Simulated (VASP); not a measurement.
Be, 2 atoms in the cell. It takes space group P2_1/m (No. 11, monoclinic). Conventional cell: a = 2.177 Å, b = 3.442 Å, c = 2.177 Å, α = 90.00°, β = 120.00°, γ = 90.00°. Within 2.7 Å of Be (site symmetry m) lie 12 Be at 2.06 to 2.20 Å.  This cell differs from its parent crystal: atoms displaced along a vibrational mode, the cell strained.

- Program: VASP 6.6.1
- Task: single point
- Functional: PBE
- Dispersion: D3(BJ)
- Potentials or basis: VASP PAW PBE potentials, release 64 (Be)
- Cutoff: 520 eV
- k mesh: 24 × 24 × 12
- Occupations: gaussian, width 0.15 eV
- Spin: no spin polarisation
- Dipole correction: no
- Further INCAR settings: ALGO = Fast; EDIFF = 1e-07; NBANDS = 9

Potentials or basis: VASP PAW PBE potentials, release 64 (Be).

Launch:

```console
$ cat potpaw_PBE.64/Be/POTCAR > POTCAR
$ mpirun -np 1 vasp_std > vasp.out
```

Hardware: 1 thread of Intel(R) Xeon(R) Platinum 8488C (Sapphire Rapids), with other jobs on the host.

Q: How long does it take, and how much memory?

A: It took 110 s on 1 thread of Intel(R) Xeon(R) Platinum 8488C (Sapphire Rapids), with other jobs on the host, peak memory 0.33 GiB. Counts: scf iterations 13, k points 2030.
